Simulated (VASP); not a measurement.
# Mg2Ge3N: single point with PBE

Mg2Ge3N:

```
Mg Ge N
1.0
     3.33501    0.00000    0.00000
     0.00000    3.33501    0.00000
     0.00000    0.00000    9.08961
Mg Ge N
2 3 1
Direct
  0.00000 0.50000 0.77466
  0.50000 0.00000 0.22534
  0.50000 0.50000 0.00000
  0.00000 0.50000 0.42495
  0.50000 0.00000 0.57505
  0.00000 0.00000 0.00000
```

```json
{
 "Program": "VASP 6.6.1",
 "Task": "single point",
 "Functional": "PBE",
 "Potentials or basis": "VASP PAW PBE potentials, release 64 (Mg, Ge_d, N)",
 "Cutoff": "520 eV",
 "k mesh": "12 × 12 × 4",
 "Occupations": "gaussian, width 0.1 eV",
 "Spin": "no spin polarisation",
 "Dipole correction": "no",
 "k mesh for the DOS": "18 × 18 × 6",
 "Occupations for the DOS": "tetrahedron",
 "Further INCAR settings": "ALGO = Normal; EDIFF = 1e-06"
}
```

```yaml
Valence_electrons_inside_the_program's_atomic_spheres: Mg 0.34; Ge 12.26, 12.29 (each value once); N 3.50
```

Levels at points of the mesh, in eV from the Fermi level:
| k point | band 21 | band 22 | band 23 | band 24 | band 25 | band 26 | band 27 | band 28 | band 29 | band 30 |
| --- | --- | --- | --- | --- | --- | --- | --- | --- | --- | --- |
| (0.00, 0.00, 0.00) | -2.74 | -2.74 | -2.67 | 0.27 | 0.27 | 0.83 | 1.70 | 4.62 | 4.82 | 4.91 |
| (0.50, 0.00, 0.00) | -4.38 | -2.37 | -1.46 | -1.20 | -0.19 | 0.07 | 1.85 | 2.00 | 3.29 | 3.37 |
| (0.50, 0.50, 0.00) | -5.65 | -4.68 | -4.62 | -2.34 | -1.42 | -0.73 | -0.73 | 0.22 | 1.39 | 3.57 |
| (0.00, 0.00, 0.50) | -2.73 | -2.73 | -1.51 | 0.26 | 0.26 | 0.67 | 1.72 | 2.68 | 4.92 | 4.95 |
| (0.50, 0.00, 0.50) | -3.88 | -3.17 | -2.52 | -1.46 | 1.00 | 1.03 | 1.34 | 2.71 | 3.33 | 3.37 |
| (0.50, 0.50, 0.50) | -5.67 | -4.71 | -4.70 | -2.14 | -0.60 | -0.59 | -0.59 | -0.23 | -0.05 | 2.95 |

It took 27 min on 1 thread of Intel Xeon 8259CL, on a shared host, peak memory 0.67 GiB.
